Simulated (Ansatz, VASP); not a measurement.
## SrO: VASP beside Ansatz

INCAR

```
SYSTEM = SrO
PREC = Accurate
ENCUT = 520
EDIFF = 1E-8
ISMEAR = -1
SIGMA = 0.03
LREAL = .FALSE.
LASPH = .TRUE.
NELM = 80
ALGO = Normal
ISIF = 2
LWAVE = .FALSE.
LCHARG = .FALSE.
GGA = PS
LEFG = .TRUE.
NBANDS = 15
```

The input KPOINTS:

```
regular mesh
0
G
  8 8 8
  0 0 0
```

The input POSCAR:

```
SrO
1.0
    0.0000000000      2.5698000000      2.5441020000
    2.5698000000      0.0000000000      2.5441020000
    2.5698000000      2.5698000000      0.0000000000
Sr O
1 1
Direct
    0.0000000000      0.0000000000      0.0000000000
    0.5000000000      0.5000000000      0.5000000000
```

Input for Ansatz:

```yaml
crystal:
  lattice:
    - [0.0, 2.5698, 2.544102]
    - [2.5698, 0.0, 2.544102]
    - [2.5698, 2.5698, 0.0]
  atoms:
    - { symbol: Sr, position: [0.0, 0.0, 0.0] }
    - { symbol: O, position: [0.5, 0.5, 0.5] }
kpoints:
  mp_grid: { grid: [8, 8, 8] }
scf:
  occupations: { method: fermi_dirac, width: 0.03 }
hamiltonian:
  xc: pbesol
  pseudopotentials: { kind: all_electron, datasets: crystal }
output:
  forces: true
  stress: true
  eigenvalues: true
  efg: { contact_densities: true }
```

Change from the starting cell: zz strain of -1 %, crystal datasets.

Alike in both runs: task electric field gradients; functional PBEsol; k mesh 8 × 8 × 8; occupations fermi-dirac, width 0.03 eV; no spin polarisation.

|  | VASP | Ansatz |
| --- | --- | --- |
| version | VASP 6.6.1 | Ansatz 0.2.0 |
| potentials or method | VASP PAW PBE potentials, release 64 (Sr_sv, O), cutoff 520 eV | all-electron PAW with datasets made for the crystal, scalar-relativistic |

VASP gave:

| Item | Value |
| --- | --- |
| gap on the k mesh at the Fermi level (eV) | 3.10 |
| pressure (GPa) | 0.7 |
| traceless stress, the component that is largest in VASP (GPa) | 0.97 |
| size of Vzz on the site where it differs most (V/Å²) | 3.6 |

Problem. Estimate Ansatz's values.

Solution. gap on the k mesh at the Fermi level (eV): 3.14; pressure (GPa): 0.0; traceless stress, the component that is largest in VASP (GPa): 0.92; size of Vzz on the site where it differs most (V/Å²): 3.4.

VASP's potentials were made for PBE, not for PBEsol. Ansatz ran all-electron here, and VASP with PAW potentials.
